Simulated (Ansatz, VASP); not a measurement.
## MoS2 in VASP and in Ansatz

```
Mo S
1.0
     1.53990    0.92018    5.79705
    -1.53990    0.92018    5.79705
     0.00000   -1.84036    5.79705
Mo S
1 2
Cartesian
  0.0000 0.0000 0.0000
  0.0000 0.0678 13.2038
  0.0000 -0.0678 4.1873
```

Change from the starting cell: mode 7 frozen in at +0.066 Å, normal strain along y +0.0350.

Alike in both runs: task single point; functional PBEsol; dispersion D3(BJ); k mesh 15 × 15 × 15; occupations gaussian, width 0.15 eV; no spin polarisation.

```csv
,VASP,Ansatz
version,VASP 6.6.1,Ansatz 0.2.0
potentials or method,"VASP PAW PBE potentials, release 64 (Mo_sv, S), cutoff 520 eV","scalar-relativistic, plane waves, PAW"
valence electrons in the cell,26,26
```

|  | VASP | Ansatz | Ansatz less VASP |
| --- | --- | --- | --- |
| gap on the k mesh at the Fermi level (eV) | none | none | - |
| pressure (GPa) | -5.0 | -5.1 | -0.03 |
| traceless stress, the component that is largest in VASP (GPa) | -3.49 | -3.50 | -0.008 |
| rms of the force components (eV/Å) | 0.264 | 0.263 | -0.0010 |

VASP's potentials were made for PBE, not for PBEsol, and Ansatz warns of the same on its side. Atom by atom the forces differ by 0.001 eV/Å (rms over components). A gap of «none» marks a metal or a gap that the smearing closes.
